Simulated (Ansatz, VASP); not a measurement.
One calculation of CsCl, two programs

```
Cs Cl
1.0
     4.18117    0.00000    0.00000
     0.00000    4.18117    0.00000
     0.00000    0.00000    4.18117
Cs Cl
1 1
Cartesian
  0.0000 0.0000 0.0000
  2.0906 2.0906 2.0906
```

Alike in both runs: task single point; functional r2SCAN; k mesh 6 × 6 × 6; occupations gaussian, width 0.02 eV; no spin polarisation.

|  | VASP | Ansatz |
| --- | --- | --- |
| version | VASP 6.6.1 | Ansatz 0.2.0 |
| potentials or method | VASP PAW PBE potentials, release 64 (Cs_sv, Cl), cutoff 550 eV | scalar-relativistic, plane waves, PAW |
| valence electrons in the cell | 16 | 16 |

Ansatz gave:

| Property | Result |
| --- | --- |
| gap on the k mesh at the Fermi level (eV) | 5.87 |
| least direct gap on the mesh (eV) | 5.87 |
| pressure (GPa) | -0.5 |

Task: Which values does VASP return?

Result: gap on the k mesh at the Fermi level (eV): 5.85; least direct gap on the mesh (eV): 5.85; pressure (GPa): -0.5.

VASP's potentials were made for PBE, not for r2SCAN. With one functional, cell and mesh, what is left measures potentials, basis and numerics.

Spin-orbit coupling is off throughout.
